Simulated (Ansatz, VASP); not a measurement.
One calculation of Ca, two programs

```
Ca
1.0
    -2.07307    2.07307    2.07307
     2.07307   -2.07307    2.07307
     2.07307    2.07307   -2.07307
Ca
1
Direct
  0.00000 0.00000 0.00000
```

Alike in both runs: task single point; functional PBEsol; k mesh 12 × 12 × 12; occupations fermi-dirac, width 0.1 eV; no spin polarisation.

|  | VASP | Ansatz |
| --- | --- | --- |
| version | VASP 6.6.1 | Ansatz 0.2.0 |
| potentials or method | VASP PAW PBE potentials, release 64 (Ca_sv), cutoff 520 eV | plane waves (420 eV) with PAW, scalar-relativistic |
| valence electrons in the cell | 10 | 10 |

```csv
,VASP,Ansatz,Ansatz less VASP
pressure (GPa),2.7,2.7,-0.01
```

VASP's potentials were made for PBE, not for PBEsol, and Ansatz warns of the same on its side.
